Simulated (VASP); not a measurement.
Runs of VASP 6.6.1 on MgS. The structure is that of space group F-43m (No. 216), or close to it. The cells are those of the table. 

| cell | gap on the mesh (eV) | pressure (GPa) |
| --- | --- | --- |
| a = 3.986 Å, angles 62.3°, 2 atoms | 4.09 | -2.2 |
| a = 3.993 Å, angles 61.5°, 2 atoms | 4.24 | (b) |
| a = 4.011 Å, angles 59.2°, 2 atoms | (a) | 0.6 |
| a = 3.997 Å, angles 60.8°, 2 atoms | 4.37 | (c) |

Alike in all rows: task single point; level HSE06; potentials or basis VASP PAW PBE potentials, release 64 (Mg, S); no spin polarisation; k mesh 6 × 6 × 6; cutoff (eV) 520; smearing gaussian 0.01 eV.

**Question.** Estimate the missing entries.

**Answer.** (a) 4.53; (b) -1.6; (c) -0.9.

Caveats: the PAW data sets were made with another functional, which shifts forces and pressure a little.

A k mesh can miss the band edges.
